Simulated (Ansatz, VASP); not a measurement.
Given: the input of a run of Ansatz 0.2.0 on W.

input

```
crystal:
  lattice:
    - [0.0, 2.0698140295, 2.0698140295]
    - [2.0698140295, 0.0, 2.0698140295]
    - [2.0698140295, 2.0698140295, 0.0]
  atoms:
    - { symbol: W, position: [0.0, 0.0, 0.0] }
hamiltonian:
  xc: hse06
  pseudopotentials: { kind: paw }
kpoints:
  mp_grid: { grid: [6, 6, 6] }
scf:
  occupations: { method: fermi_dirac, width: 0.05 }
output:
  forces: true
  stress: true
  eigenvalues: true
```

Translate it to VASP 6.6.1. Potentials there: VASP PAW PBE potentials, release 64 (W_sv).

As run (the cutoff follows the program's own potentials):

File POSCAR:

```
W
1.0
    0.0000000000      2.0698140295      2.0698140295
    2.0698140295      0.0000000000      2.0698140295
    2.0698140295      2.0698140295      0.0000000000
W
1
Direct
    0.0000000000      0.0000000000      0.0000000000
```

The input INCAR.step1:

```
PREC = Accurate
ENCUT = 520
EDIFF = 1E-5
ISMEAR = -1
SIGMA = 0.05
LREAL = F
LASPH = T
NELM = 60
ALGO = Normal
ISIF = 2
LWAVE = T
LCHARG = F
NBANDS = 13
GGA = PE
```

Contents of INCAR.step2:

```
PREC = Accurate
ENCUT = 520
EDIFF = 1E-7
ISMEAR = -1
SIGMA = 0.05
LREAL = F
LASPH = T
NELM = 60
ALGO = Normal
ISIF = 2
LWAVE = F
LCHARG = F
GGA = PE
LHFCALC = T
HFSCREEN = 0.2079
PRECFOCK = Normal
NBANDS = 13
ISTART = 1
```

KPOINTS

```
Automatic mesh
0
Gamma
  6 6 6
```

Potentials or basis: VASP PAW PBE potentials, release 64 (W_sv).

Launch:

```sh
$ cat potpaw_PBE.64/W_sv/POTCAR > POTCAR
$ cp INCAR.step1 INCAR
$ mpirun -np 1 vasp_std > vasp.out
$ cp INCAR.step2 INCAR
$ mpirun -np 1 vasp_std > vasp.out
```

Both were run:

|  | VASP | Ansatz | Ansatz less VASP |
| --- | --- | --- | --- |
| gap on the k mesh at the Fermi level (eV) | none | none | - |
| pressure (GPa) | -23.8 | -23.3 | +0.46 |

A gap of «none» marks a metal or a gap that the smearing closes. With one functional, cell and mesh, what is left measures potentials, basis and numerics.

The k mesh is coarse, so the values compare programs but aren't converged. Spin-orbit coupling is off throughout.
